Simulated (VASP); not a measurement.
A run of VASP 6.6.1 is set up as follows.

Contents of INCAR:

```
PREC = Accurate
ENCUT = 520
EDIFF = 1E-6
ISMEAR = 0
SIGMA = 0.1
LREAL = Auto
LASPH = T
NELM = 60
ALGO = Normal
ISIF = 2
LWAVE = F
LCHARG = F
GGA = PS
NBANDS = 44
```

KPOINTS

```
Automatic mesh
0
Gamma
  4 4 4
```

File POSCAR:

```
Al
1.0
    6.0233342682      2.0077780894      4.0155561788
   -6.0233342682     -2.0077780894      4.0155561788
    2.0077780894     -6.0233342682     -4.0155561788
Al
19
Direct
    0.0999999955      0.1999999911      0.7999999644
    0.5999999733      0.1999999911      0.7999999644
    0.0999999955      0.6999999688      0.7999999644
    0.2133042253      0.4167337289      0.5917839757
    0.3049942139      0.1052613340      0.4050732022
    0.5491966995      0.8561323132      0.9053290349
    0.6508033467      0.5438675747      0.6946709436
    0.7602070707      0.2473576152      0.5075647082
   -0.0133042342     -0.0167337467      0.0082159976
    0.2421752197      0.7613887750      0.5035640170
    0.3303194230      0.4433516357      0.2736710809
    0.4397929755      0.1526423172      0.0924353149
    0.6750502245      0.8784797281      0.5917839757
    0.7998119705      0.6000790906      0.4050732022
    0.8950057825      0.2947387478      0.1949269205
    0.4001880508      0.7999211210      0.1949268707
    0.5249497719      0.5215203092      1.0082161025
    0.8696805236      0.9566483020      0.3263288924
    0.9578247766      0.6386112623      0.0964361057
```

Potentials or basis: VASP PAW PBE potentials, release 64 (Al).

The run is started by

```console
$ cat potpaw_PBE.64/Al/POTCAR > POTCAR
$ mpirun -np 1 vasp_std > vasp.out
```

(1) Predict the pressure.

(2) Estimate the largest force.

(3) Predict the band gap on the k mesh.

Answers

(1) -0.3 GPa.

(2) 0.016 eV/Å.

(3) zero (an odd number of electrons rules out a gap without spin polarisation).

Caveat: the PAW data sets were made with another functional, which shifts forces and pressure a little.
